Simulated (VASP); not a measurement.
A run of VASP 6.6.1 is set up as follows.

File INCAR:

```
SYSTEM = TiMoSe3
PREC     = Accurate       ! precision mode
ENCUT    = 520            ! plane-wave cutoff, eV
EDIFF    = 1E-6           ! SCF threshold, eV
ISMEAR   = 0              ! smearing method
SIGMA    = 0.2            ! smearing width, eV
LREAL    = .FALSE.        ! projectors in reciprocal space
LASPH    = .TRUE.         ! aspherical terms in the spheres
NELM     = 60             ! most SCF steps
ALGO     = Normal         ! electronic algorithm
ISIF     = 2              ! what is computed and relaxed
LWAVE    = .FALSE.        ! write WAVECAR
LCHARG   = .TRUE.         ! write CHGCAR
GGA      = PE             ! functional
LELF     = .TRUE.         ! ELF
LVHAR    = .TRUE.       
NBANDS   = 55             ! bands
```

File KPOINTS:

```
regular mesh
0
G
  6 6 6
  0 0 0
```

POSCAR

```
TiMoSe3
1.0
   -3.1512733973      5.4581656327      0.0000000000
   -6.3025467946      0.0000000000      0.0000000000
   -3.1512733973      1.8193885442      5.8568319442
Ti Mo Se
2 2 6
Direct
    0.3282824264      0.3282824264      0.0151527208
    0.6717175736      0.6717175736      0.9848472792
    0.8298558725      0.8298558725      0.5104323826
    0.1701441275      0.1701441275      0.4895676174
    0.9025886636      0.2545607057      0.2517433126
    0.2545607057      0.5911073181      0.2517433126
    0.5911073181      0.9025886636      0.2517433126
    0.0974113364      0.7454392943      0.7482566874
    0.7454392943      0.4088926819      0.7482566874
    0.4088926819      0.0974113364      0.7482566874
```

Potentials or basis: VASP PAW PBE potentials, release 64 (Ti_sv, Mo_sv, Se).

Run with:

```console
$ cat potpaw_PBE.64/Ti_sv/POTCAR potpaw_PBE.64/Mo_sv/POTCAR potpaw_PBE.64/Se/POTCAR > POTCAR
$ mpirun -np 1 vasp_std > vasp.out
```

**Question.** Predict the pressure.

**Answer.** 0.2 GPa.

**Question.** Predict the band gap on the k mesh.

**Answer.** Zero (band 44 reaches 6.77 eV, above the bottom of band 45 at 6.48 eV).

Forces in eV/Å, atoms in the order of the input:
```
Ti   0.000  0.000 -0.026
Ti   0.000  0.000  0.026
Mo   0.000  0.000 -0.035
Mo   0.000  0.000  0.035
Se   0.003 -0.001 -0.002
Se  -0.002 -0.002 -0.002
Se  -0.001  0.003 -0.002
Se  -0.003  0.001  0.002
Se   0.002  0.002  0.002
Se   0.001 -0.003  0.002
```
